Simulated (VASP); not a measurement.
# CrO2 (P4_2/mnm) in VASP: single point with PBE

Aim: the single point of CrO2 with PBE.

All numbers are computed with VASP 6.6.1; they aren't measurements. Logs are shortened: lines on timing, memory, paths and dates and some standing lists are left out, and cuts for length are marked.

## 1. The cell of the first run

Symmetry: P4_2/mnm, No. 136, tetragonal system. Conventional cell: a = 4.489 Å, b = 4.489 Å, c = 2.962 Å, α = 90.00°, β = 90.00°, γ = 90.00°. Within 2.5 Å of Cr (site symmetry mmm) lie 6 O at 1.91 to 1.95 Å. O (site symmetry m2m) has 3 Cr at 1.91 to 1.95 Å and 1 O at 2.53 Å within 2.6 Å.

## 2. Single point, PBE

File POSCAR:

```
CrO2
1.0
    4.4886110000      0.0000000000      0.0000000000
    0.0000000000      4.4886110000      0.0000000000
    0.0000000000      0.0000000000      2.9616100000
Cr O
2 4
Direct
    0.0000000000      0.0000000000      0.0000000000
    0.5000000000      0.5000000000      0.5000000000
    0.3010000000      0.3010000000      0.0000000000
    0.1990000000      0.8010000000      0.5000000000
    0.6990000000      0.6990000000      0.0000000000
    0.8010000000      0.1990000000      0.5000000000
```

File INCAR.step1:

```
SYSTEM = CrO2
ALGO     = Fast           ! electronic algorithm
EDIFF    = 1E-6           ! SCF threshold, eV
ENCUT    = 520            ! plane-wave cutoff, eV
GGA      = PE             ! functional
ISIF     = 2              ! what is computed and relaxed
ISMEAR   = -1             ! smearing method
LASPH    = .True.         ! aspherical terms in the spheres
LCHARG   = .True.         ! write CHGCAR
LMAXMIX  = 4              ! l up to which the mixer works
LREAL    = .False.        ! projectors in reciprocal space
LWAVE    = .False.        ! write WAVECAR
NBANDS   = 33             ! bands
NELM     = 100            ! most SCF steps
PREC     = Accurate       ! precision mode
SIGMA    = 0.1            ! smearing width, eV
```

File KPOINTS.step1:

```
k-points
0
Gamma
  8 8 11
  0 0 0
```

File INCAR.step2:

```
SYSTEM = CrO2
ALGO     = Fast           ! electronic algorithm
EDIFF    = 1E-6           ! SCF threshold, eV
ENCUT    = 520            ! plane-wave cutoff, eV
GGA      = PE             ! functional
ICHARG   = 11             ! starting density
ISIF     = 2              ! what is computed and relaxed
ISMEAR   = -5             ! smearing method
LASPH    = .True.         ! aspherical terms in the spheres
LCHARG   = .False.        ! write CHGCAR
LMAXMIX  = 4              ! l up to which the mixer works
LORBIT   = 11             ! projections on sites
LREAL    = .False.        ! projectors in reciprocal space
LWAVE    = .False.        ! write WAVECAR
NEDOS    = 1001           ! points of the DOS
NELM     = 100            ! most SCF steps
PREC     = Accurate       ! precision mode
SIGMA    = 0.1            ! smearing width, eV
```

File KPOINTS.step2:

```
k-points
0
Gamma
  12 12 17
  0 0 0
```

Potentials or basis: VASP PAW PBE potentials, release 64 (Cr_pv, O).

Launch:

```sh
> cat potpaw_PBE.64/Cr_pv/POTCAR potpaw_PBE.64/O/POTCAR > POTCAR
> cp INCAR.step1 INCAR
> cp KPOINTS.step1 KPOINTS
> mpirun -np 1 vasp_std > vasp.out
> cp INCAR.step2 INCAR
> cp KPOINTS.step2 KPOINTS
> mpirun -np 1 vasp_std > vasp.out
```

OUTCAR:

```text
SYSTEM = CrO2
   EDIFF = 1E-6
   ENCUT = 520
   GGA = PE
   ICHARG = 11
   ISIF = 2
   ISMEAR = -5
   LASPH = .True.
   LORBIT = 11
   LREAL = .False.
   NELM = 100
   PREC = Accurate

 ion  position               nearest neighbor table
   1  0.000  0.000  0.000-   3 1.91   5 1.91   4 1.95   6 1.95   4 1.95   6 1.95
   2  0.500  0.500  0.500-   4 1.91   6 1.91   5 1.95   3 1.95   3 1.95   5 1.95
   3  0.301  0.301  0.000-   1 1.91   2 1.95   2 1.95
   4  0.199  0.801  0.500-   2 1.91   1 1.95   1 1.95
   5  0.699  0.699  0.000-   1 1.91   2 1.95   2 1.95
   6  0.801  0.199  0.500-   2 1.91   1 1.95   1 1.95

  LATTYP: Found a simple tetragonal cell.
 ALAT       =     4.4886110000
 C/A-ratio  =     0.6598054498

  Lattice vectors:

 A1 = (   4.4886110000,   0.0000000000,   0.0000000000)
 A2 = (   0.0000000000,   4.4886110000,   0.0000000000)
 A3 = (   0.0000000000,   0.0000000000,   2.9616100000)

Analysis of symmetry for initial positions (statically):
=====================================================================
 Subroutine PRICEL returns:
 Original cell was already a primitive cell.

 Routine SETGRP: Setting up the symmetry group for a
 simple tetragonal supercell.

 Subroutine GETGRP returns: Found 16 space group operations
 (whereof  8 operations were pure point group operations)
 out of a pool of 16 trial point group operations.

The static configuration has the point symmetry D_2h.
 The point group associated with its full space group is D_4h.

Analysis of symmetry for dynamics (positions and initial velocities):
=====================================================================
 Subroutine PRICEL returns:
 Original cell was already a primitive cell.

 Routine SETGRP: Setting up the symmetry group for a
 simple tetragonal supercell.

 Subroutine GETGRP returns: Found 16 space group operations
 (whereof  8 operations were pure point group operations)
 out of a pool of 16 trial point group operations.

The dynamic configuration has the point symmetry D_2h.
 The point group associated with its full space group is D_4h.

 Subroutine INISYM returns: Found 16 space group operations
 (whereof  8 operations are pure point group operations),
 and found     1 'primitive' translations

----------------------------------------------------------------------------------------

                                     Primitive cell

  volume of cell :      59.6694

  direct lattice vectors                    reciprocal lattice vectors
     4.488611000  0.000000000  0.000000000     0.222786069  0.000000000  0.000000000
     0.000000000  4.488611000  0.000000000     0.000000000  0.222786069  0.000000000
     0.000000000  0.000000000  2.961610000     0.000000000  0.000000000  0.337654181

  length of vectors
     4.488611000  4.488611000  2.961610000     0.222786069  0.222786069  0.337654181

  position of ions in fractional coordinates (direct lattice)
     0.000000000  0.000000000  0.000000000
     0.500000000  0.500000000  0.500000000
     0.301000000  0.301000000  0.000000000
     0.199000000  0.801000000  0.500000000
     0.699000000  0.699000000  0.000000000
     0.801000000  0.199000000  0.500000000

  ion indices of the primitive-cell ions
   primitive index   ion index
                 1           1
                 2           2
                 3           3
                 4           4
                 5           5
                 6           6

----------------------------------------------------------------------------------------

 KPOINTS: k-points

Automatic generation of k-mesh.
 Grid dimensions read from file:
 generate k-points for:   12   12   17

 Generating k-lattice:

  Cartesian coordinates                     Fractional coordinates (reciprocal lattice)
     0.018565506  0.000000000  0.000000000     0.083333333  0.000000000  0.000000000
     0.000000000  0.018565506  0.000000000     0.000000000  0.083333333  0.000000000
     0.000000000  0.000000000  0.019862011     0.000000000  0.000000000  0.058823529

  Length of vectors
     0.018565506  0.018565506  0.019862011

  Shift w.r.t. Gamma in fractional coordinates (k-lattice)
     0.000000000  0.000000000  0.000000000

 TETIRR: Found   3678 inequivalent tetrahedra from    14688

 Subroutine IBZKPT returns following result:
 ===========================================

 Found    252 irreducible k-points:

 Following reciprocal coordinates:
            Coordinates               Weight
  0.000000  0.000000  0.000000      1.000000
  0.083333  0.000000  0.000000      4.000000
  0.166667  0.000000  0.000000      4.000000
  0.250000  0.000000  0.000000      4.000000
  0.333333  0.000000  0.000000      4.000000
  0.416667  0.000000  0.000000      4.000000
[... 16 lines left out ...]
  0.333333  0.333333  0.000000      4.000000
  0.416667  0.333333  0.000000      8.000000
 [... further k-points ...]
   k-points           NKPTS =    252   k-points in BZ     NKDIM =    252   number of bands    NBANDS=     28
   number of dos      NEDOS =   1001   number of ions     NIONS =      6
   total plane-waves  NPLWV =  31104
   dimension x,y,z NGX =    36 NGY =   36 NGZ =   24
   dimension x,y,z NGXF=    72 NGYF=   72 NGZF=   48
   ions per type =               2   4
   NGX,Y,Z   is equivalent  to a cutoff of  13.33, 13.33, 13.47 a.u.
   NGXF,Y,Z  is equivalent  to a cutoff of  26.67, 26.67, 26.94 a.u.
 SYSTEM =  CrO2
   PREC   = accura    normal or accurate (medium, high low for compatibility)
   ISTART =      0    job   : 0-new  1-cont  2-samecut
   ICHARG =     11    charge: 1-file 2-atom 10-const
   ISPIN  =      1    spin polarized calculation?
   LNONCOLLINEAR =      F non collinear calculations
   LSORBIT =      F    spin-orbit coupling
   LASPH  =      T    aspherical Exc in radial PAW
   ENCUT  =  520.0 eV  38.22 Ry    6.18 a.u.   8.35  8.35  5.51*2*pi/ulx,y,z
   NELM   =    100;   NELMIN=  2; NELMDL=  0     # of ELM steps
   EDIFF  = 0.1E-05   stopping-criterion for ELM
   LREAL  =      F    real-space projection
   EDIFFG = 0.1E-04   stopping-criterion for IOM
   NSW    =      0    number of steps for IOM
   IBRION =     -1    ionic relax: 0-MD 1-quasi-New 2-CG
   NFREE  =      0    steps in history (QN), initial steepest desc. (CG)
   ISIF   =      2    stress and relaxation
   ISYM   =      2    0-nonsym 1-usesym 2-fastsym
   POTIM  = 0.5000    time-step for ionic-motion
   TEBEG  =    0.0;   TEEND  =   0.0 temperature during run
   PSTRESS=    0.0 pullay stress
   NELECT =      48.0000    total number of electrons
   NUPDOWN=      -1.0000    fix difference up-down
   EMIN   =  10.00;   EMAX   =-10.00  energy-range for DOS
   EFERMI =   0.00;   METHOD = LEGACY
   ISMEAR =    -5;   SIGMA  =   0.10  broadening in eV -4-tet -1-fermi 0-gaus
   EFERMI_NEDOS =   21; number of points for ismear=-14 and -15
   IALGO  =     68    algorithm
   IMIX   =      4    mixing-type and parameters
     AMIX     =   0.40;   BMIX     =  1.00
     AMIX_MAG =   1.60;   BMIX_MAG =  1.00
  volume/ion in A,a.u.               =       9.94        67.11
  Fermi-wavevector in a.u.,A,eV,Ry     =   1.522549  2.877201 31.540424  2.318156
  Thomas-Fermi vector in A             =   2.631113
   LORBIT       =     11    0 simple, 1 ext, 2 COOP (PROOUT), +10 PAW based schemes
   GGA     = PE    functional components
   LHFCALC =     F    Hartree Fock is set to
   AEXX    =    0.0000 exact exchange contribution
   IVDW    =     0    specifies the selected vdW correction
   LEPSILON=     F    determine dielectric tensor
   LRPA    =     F    only Hartree local field effects (RPA)
 non-spin polarized calculation
 RMM-DIIS sequential band-by-band and
 Fermi weights with tetrahedron method with Bloechl corrections
  energy-cutoff  :      520.00
  volume of cell :       59.67
 maximum number of plane-waves:      1635
 NGX is ok and might be reduce to    36

 number of electron      48.0000006 magnetization

 Free energy of the ion-electron system (eV)
  ---------------------------------------------------
  ext. energy  EPLUGINS =         0.00000000
  ---------------------------------------------------
  free energy    TOTEN  =       -48.93843504 eV

  energy without entropy =      -48.93843504  energy(sigma->0) =      -48.93843504

 E-fermi :   5.3584     XC(G=0): -11.6906

 val. band max:        5.3795311462   @ k =   0.5000   0.3333   0.2941
 cond. band min:       5.3195583270   @ k =   0.5000   0.2500   0.0000
 fundamental gap:     -0.0599728193
 Fermi energy:         5.3583714379

 k-point     1 :       0.0000    0.0000    0.0000
  band No.  band energies     occupation
      1     -38.7738      2.00000
      2     -38.7738      2.00000
      3     -38.7629      2.00000
      4     -38.7506      2.00000
      5     -38.7034      2.00000
      6     -38.7034      2.00000
[... 20 lines left out ...]
     27       4.9870      2.00000
     28       6.8030      0.00000

 k-point     2 :       0.0833    0.0000    0.0000
  band No.  band energies     occupation
      1     -38.7734      2.00000
      2     -38.7734      2.00000
      3     -38.7627      2.00000
      4     -38.7508      2.00000
      5     -38.7039      2.00000
      6     -38.7039      2.00000
[... 20 lines left out ...]
     27       5.0560      2.03626
     28       6.8682      0.00000

 k-point     3 :       0.1667    0.0000    0.0000
  band No.  band energies     occupation
      1     -38.7722      2.00000
      2     -38.7721      2.00000
      3     -38.7621      2.00000
      4     -38.7514      2.00000
      5     -38.7053      2.00000
      6     -38.7052      2.00000
[... 20 lines left out ...]
     27       5.2389      1.88941
     28       6.8868      0.00000

 k-point     4 :       0.2500    0.0000    0.0000
  band No.  band energies     occupation
      1     -38.7705      2.00000
      2     -38.7703      2.00000
      3     -38.7611      2.00000
      4     -38.7524      2.00000
      5     -38.7072      2.00000
      6     -38.7071      2.00000
[... 578 lines left out ...]
     27       6.3748      0.00000
     28       6.3748      0.00000

 k-point    23 :       0.3333    0.3333    0.0000
  band No.  band energies     occupation
      1     -38.7757      2.00000
      2     -38.7698      2.00000
      3     -38.7582      2.00000
      4     -38.7552      2.00000
      5     -38.7084      2.00000
      6     -38.7023      2.00000
[... 20 lines left out ...]
     27       6.2130      0.00000
     28       6.5943      0.00000

 k-point    24 :       0.4167    0.3333    0.0000
  band No.  band energies     occupation
      1     -38.7755      2.00000
      2     -38.7721      2.00000
      3     -38.7575      2.00000
      4     -38.7559      2.00000
      5     -38.7061      2.00000
      6     -38.7027      2.00000
[... 20 lines left out ...]
     27       6.3503      0.00000
     28       6.5437      0.00000

 [... further k-points ...]

------------------------ aborting loop because EDIFF is reached ----------------------------------------

  FORCE on cell =-STRESS in cart. coord.  units (eV):
  Direction    XX          YY          ZZ          XY          YZ          ZX
  --------------------------------------------------------------------------------------
  -------------------------------------------------------------------------------------
  Total       -3.9175404     -3.9175404    -10.7127927     -0.0000000      0.0000000      0.0000000
  in kB     -105.1894690   -105.1894690   -287.6480788     -0.0000000      0.0000000      0.0000000
  external PRESSURE =    -166.0090056 kB  Pullay stress =       0.0000000 kB

 VOLUME and BASIS-vectors are now :
 -----------------------------------------------------------------------------
  energy-cutoff  :      520.00
  volume of cell :       59.67
      direct lattice vectors                 reciprocal lattice vectors
     4.488611000  0.000000000  0.000000000     0.222786069  0.000000000  0.000000000
     0.000000000  4.488611000  0.000000000     0.000000000  0.222786069  0.000000000
     0.000000000  0.000000000  2.961610000     0.000000000  0.000000000  0.337654181

 POSITION                                       TOTAL-FORCE (eV/Angst)
 -----------------------------------------------------------------------------------
      0.00000      0.00000      0.00000        -0.000000      0.000000      0.000000
      2.24431      2.24431      1.48080        -0.000000      0.000000      0.000000
      1.35107      1.35107      0.00000        -0.155807     -0.155807      0.000000
      0.89323      3.59538      1.48080         0.155807     -0.155807      0.000000
      3.13754      3.13754      0.00000         0.155807      0.155807     -0.000000
      3.59538      0.89323      1.48080        -0.155807      0.155807     -0.000000
 -----------------------------------------------------------------------------------
    total drift:                                0.000000      0.000000      0.000000

  FREE ENERGIE OF THE ION-ELECTRON SYSTEM (eV)
  ---------------------------------------------------
  free  energy   TOTEN  =       -48.9384350386 eV

  energy  without entropy=      -48.9384350386  energy(sigma->0) =      -48.93843504

 total charge

# of ion       s       p       d       tot
------------------------------------------
    1        0.347   6.411   3.999  10.757
    2        0.347   6.411   3.999  10.757
    3        1.572   3.419   0.000   4.991
    4        1.572   3.419   0.000   4.991
    5        1.572   3.419   0.000   4.991
    6        1.572   3.419   0.000   4.991
--------------------------------------------------
tot          6.981  26.498   7.998  41.477
```

It took 3.9 min on 1 thread of Intel Xeon 6975P-C (Granite Rapids), shared host; peak memory 0.42 GiB.

What came out:

```yaml
Valence_electrons_inside_the_program's_atomic_spheres: Cr 10.76; O 4.99
```

Levels at points of the mesh, in eV from the Fermi level:
```
           k point  band 21  band 22  band 23  band 24  band 25  band 26  band 27  band 28
(0.00, 0.00, 0.00)    -1.59    -1.11    -0.72    -0.49    -0.38    -0.37    -0.37     1.44
(0.50, 0.00, 0.00)    -1.88    -1.88    -0.12    -0.12     0.26     0.26     0.80     0.80
(0.50, 0.50, 0.00)    -2.45    -2.45    -0.69    -0.69    -0.35    -0.35     1.18     1.18
```

Caveat: the run has no spin polarisation, though such a crystal can be magnetic; semilocal functionals often make such compounds metallic where correlation or magnetic order opens a gap, which also shifts bond lengths; tetrahedron occupations give inexact forces and stress in metals.
